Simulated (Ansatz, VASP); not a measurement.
**Zr2Mo in VASP and in Ansatz**

```
CELL_PARAMETERS angstrom
0.00000 3.94835 3.94835
3.94835 0.00000 3.94835
3.94835 3.94835 0.00000
ATOMIC_POSITIONS crystal
Zr 0.12500 0.12500 0.12500
Zr 0.62500 0.12500 0.12500
Zr 0.12500 0.12500 0.62500
Zr 0.12500 0.62500 0.12500
Mo 0.50000 0.50000 0.50000
Mo 0.75000 0.75000 0.75000
```

Alike in both runs: functional PBE; k mesh 8 × 8 × 8; occupations gaussian, width 0.1 eV; no spin polarisation.

Ansatz relaxed the structure, and its values are those at the end. VASP's run is a single point on that final structure, the one shown.

```csv
,VASP,Ansatz
version,VASP 6.6.1,Ansatz 0.2.0
potentials or method,"VASP PAW PBE potentials, release 64 (Zr_sv, Mo_sv), cutoff 520 eV","scalar-relativistic, plane waves, PAW"
valence electrons in the cell,76,76
```

```tsv
	VASP	Ansatz	Ansatz less VASP
gap on the k mesh at the Fermi level (eV)	none	none	-
pressure (GPa)	0.1	0.0	-0.12
```

A gap of «none» marks a metal or a gap that the smearing closes.
